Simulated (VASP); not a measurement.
A run of VASP 6.6.1:

Contents of INCAR:

```
SYSTEM = W
  ALGO = Normal
  EDIFF = 1E-7
  ENCUT = 520
  GGA = PS
  ISIF = 2
  ISMEAR = 0
  LASPH = .True.
  LCHARG = .False.
  LREAL = .False.
  LWAVE = .False.
  NBANDS = 13
  NELM = 100
  PREC = Accurate
  SIGMA = 0.1
```

Contents of KPOINTS:

```
k-points
0
Gamma
  18 18 18
  0 0 0
```

File POSCAR:

```
W
1.0
   -1.5724386807      1.5724386807      1.5724386807
    1.5724386807     -1.5724386807      1.5724386807
    1.5724386807      1.5724386807     -1.5724386807
W
1
Direct
    0.0000000000      0.0000000000      0.0000000000
```

Potentials or basis: VASP PAW PBE potentials, release 64 (W_sv).

Command:

```console
$ cat potpaw_PBE.64/W_sv/POTCAR > POTCAR
$ mpirun -np 1 vasp_std > vasp.out
```

Hardware: 1 thread of Intel Xeon 8259CL, with other jobs on the host.

Q: Estimate the wall time of this run.

A: Wall time 39 s on 1 thread of Intel Xeon 8259CL, on a shared host, peak memory 0.15 GiB. Counts: scf iterations 12, k points 195.
